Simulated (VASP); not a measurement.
BN (Qingsongite): single point with r2SCAN

The system is BN (Qingsongite).

```xyz
2
Lattice="0.0000 1.8048 1.8048 1.8048 0.0000 1.8048 1.8048 1.8048 0.0000" Properties=species:S:1:pos:R:3 pbc="T T T"
B     0.0000    0.0000    0.0000
N     0.9024    0.9024    0.9024
```

```
Program                : VASP 6.6.1
Task                   : single point
Functional             : r2SCAN
Potentials or basis    : VASP PAW PBE potentials, release 64 (B, N)
Cutoff                 : 520 eV
k mesh                 : 6 × 6 × 6
Occupations            : gaussian, width 0.01 eV
Spin                   : no spin polarisation
Dipole correction      : no
Further INCAR settings : ALGO = Normal; EDIFF = 1e-06; NBANDS = 11
```

| Item | Value |
| --- | --- |
| Pressure | 1.2 GPa |
| Band gap on the k mesh | 4.98 eV, indirect (least direct gap 9.55 eV) |

Levels at points of the mesh, in eV from the valence-band top:
```csv
k point,band 1,band 2,band 3,band 4,band 5,band 6,band 7,band 8,band 9
"(0.00, 0.00, 0.00)",-21.34,0.00,0.00,0.00,9.55,9.55,9.55,11.14,26.22
"(0.50, 0.00, 0.00)",-17.03,-11.13,-2.02,-2.02,10.84,11.49,11.49,16.45,24.94
"(0.50, 0.50, 0.00)",-15.60,-9.35,-5.12,-5.12,4.98,9.84,19.33,19.33,22.27
```

It took 12 s on 1 thread of Intel(R) Xeon(R) Platinum 8559C (Emerald Rapids), on a shared host, peak memory 0.11 GiB.

Caveat: the k points lie up to 0.50 Å⁻¹ apart; the PAW data sets were made with another functional, which shifts forces and pressure a little. r2SCAN opens gaps a little over a GGA but as a rule still falls short of measured ones.
